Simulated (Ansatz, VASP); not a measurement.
ZnS in VASP and in Ansatz

Contents of INCAR:

```
SYSTEM = ZnS
PREC     = Accurate       ! precision mode
ENCUT    = 520            ! plane-wave cutoff, eV
EDIFF    = 1E-6           ! SCF threshold, eV
ISMEAR   = 0              ! smearing method
SIGMA    = 0.05           ! smearing width, eV
LREAL    = .False.        ! projectors in reciprocal space
LASPH    = .True.         ! aspherical terms in the spheres
NELM     = 100            ! most SCF steps
ALGO     = Normal         ! electronic algorithm
ISIF     = 2              ! what is computed and relaxed
LWAVE    = .False.        ! write WAVECAR
LCHARG   = .True.         ! write CHGCAR
GGA      = CA             ! functional
LELF     = .True.         ! ELF
LVHAR    = .True.       
NBANDS   = 36             ! bands
```

Contents of KPOINTS:

```
Automatic mesh
0
Gamma
  8 8 3
  0 0 0
```

The input POSCAR:

```
ZnS
1.0
    2.7046500000     -2.7046500000      0.0000000000
    2.7046500000      0.0000000000     -2.7046500000
    7.2122196900      4.5078401550      4.5078401550
Zn S
3 3
Direct
    0.6249930567      0.6249930567      0.1250333333
   -0.2638736100     -0.2638736100      0.7917000000
    0.1805597233      0.1805597233      0.4583666667
    0.3750180567      0.3750180567      0.8750333333
    0.8194513900      0.8194513900      0.5417000000
    0.2638847233      0.2638847233      0.2083666667
```

Input for Ansatz:

```yaml
crystal:
  lattice:
    - [2.70465, -2.70465, 0.0]
    - [2.70465, 0.0, -2.70465]
    - [7.21221969, 4.507840155, 4.507840155]
  atoms:
    - { symbol: Zn, position: [0.6249930567, 0.6249930567, 0.1250333333] }
    - { symbol: Zn, position: [-0.26387361, -0.26387361, 0.7917] }
    - { symbol: Zn, position: [0.1805597233, 0.1805597233, 0.4583666667] }
    - { symbol: S, position: [0.3750180567, 0.3750180567, 0.8750333333] }
    - { symbol: S, position: [0.81945139, 0.81945139, 0.5417] }
    - { symbol: S, position: [0.2638847233, 0.2638847233, 0.2083666667] }
basis:
  ecutwfc: 420
kpoints:
  mp_grid: { grid: [8, 8, 3] }
hamiltonian:
  xc: lda
scf:
  occupations: { method: gaussian, width: 0.05 }
output:
  forces: true
  stress: true
  eigenvalues: true
```

Alike in both runs: task single point; functional LDA; k mesh 8 × 8 × 3; occupations gaussian, width 0.05 eV; no spin polarisation.

|  | VASP | Ansatz |
| --- | --- | --- |
| version | VASP 6.6.1 | Ansatz 0.2.0 |
| potentials or method | VASP PAW LDA potentials, release 64 (Zn, S), cutoff 520 eV | scalar-relativistic, plane waves, PAW |
| valence electrons in the cell | 54 | 54 |

Ansatz gave:

| Item | Value |
| --- | --- |
| gap on the k mesh at the Fermi level (eV) | 0.69 |
| least direct gap on the mesh (eV) | 0.69 |
| pressure (GPa) | -4.8 |
| traceless stress, the component that is largest in VASP (GPa) | 1.77 |
| rms of the force components (eV/Å) | 0.146 |

**Question.** Estimate VASP's values.

**Answer.** gap on the k mesh at the Fermi level (eV): 0.71; least direct gap on the mesh (eV): 0.71; pressure (GPa): -4.6; traceless stress, the component that is largest in VASP (GPa): 1.76; rms of the force components (eV/Å): 0.143.

LDA's correlation is that of Perdew and Zunger in VASP and of Perdew and Wang (1992) in Ansatz. Atom by atom the forces differ by 0.004 eV/Å (rms over components).
